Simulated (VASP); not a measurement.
Here is a VASP 6.6.1 calculation.

Contents of INCAR:

```
SYSTEM = C
ALGO     = Normal         ! electronic algorithm
EDIFF    = 1E-7           ! SCF threshold, eV
EDIFFG   = -0.03          ! ionic threshold
ENCUT    = 600            ! plane-wave cutoff, eV
GGA      = PE             ! functional
GGA_COMPAT= .False.      
IBRION   = 2              ! ionic algorithm
ISIF     = 3              ! what is computed and relaxed
ISMEAR   = -1             ! smearing method
LASPH    = .True.         ! aspherical terms in the spheres
LCHARG   = .False.        ! write CHGCAR
LREAL    = .False.        ! projectors in reciprocal space
LWAVE    = .False.        ! write WAVECAR
NELM     = 120            ! most SCF steps
NELMIN   = 4            
NSW      = 80             ! ionic steps
PREC     = Accurate       ! precision mode
PSTRESS  = 600.0        
SIGMA    = 0.05           ! smearing width, eV
```

Contents of KPOINTS:

```
k-points
0
Gamma
  10 10 10
  0 0 0
```

POSCAR

```
C
1.0
    0.0000000000      2.0600000000      2.0600000000
    2.0600000000      0.0000000000      2.0600000000
    2.0600000000      2.0600000000      0.0000000000
C
2
Direct
    0.0000000000      0.0000000000      0.0000000000
    0.2500000000      0.2500000000      0.2500000000
```

Potentials or basis: VASP PAW PBE potentials, release 64 (C).

Launch:

```console
$ cat potpaw_PBE.64/C/POTCAR > POTCAR
$ mpirun -np 1 vasp_std > vasp.out
```

What does it give for the relaxed volume?

5.09 Å³/atom.

What does it give for the space group after relaxing (to 0.05 Å)?

Fd-3m (No. 227).

Predict the relaxed cell.

a = 2.433 Å, b = 2.433 Å, c = 2.433 Å, α = 60.00°, β = 60.00°, γ = 60.00°.

Predict the band gap on the k mesh.

4.41 eV, indirect (least direct gap 5.89 eV).

Final structure:
```
CELL_PARAMETERS angstrom
0.00000 1.72031 1.72031
1.72031 0.00000 1.72031
1.72031 1.72031 0.00000
ATOMIC_POSITIONS crystal
C 0.00000 0.00000 0.00000
C 0.25000 0.25000 0.25000
```

Caveat: the cell is relaxed towards a set pressure, so the enthalpy falls and the energy may rise; the volume moved by over 15 % at a fixed basis, so the end points are rough. A k mesh can miss the band edges.
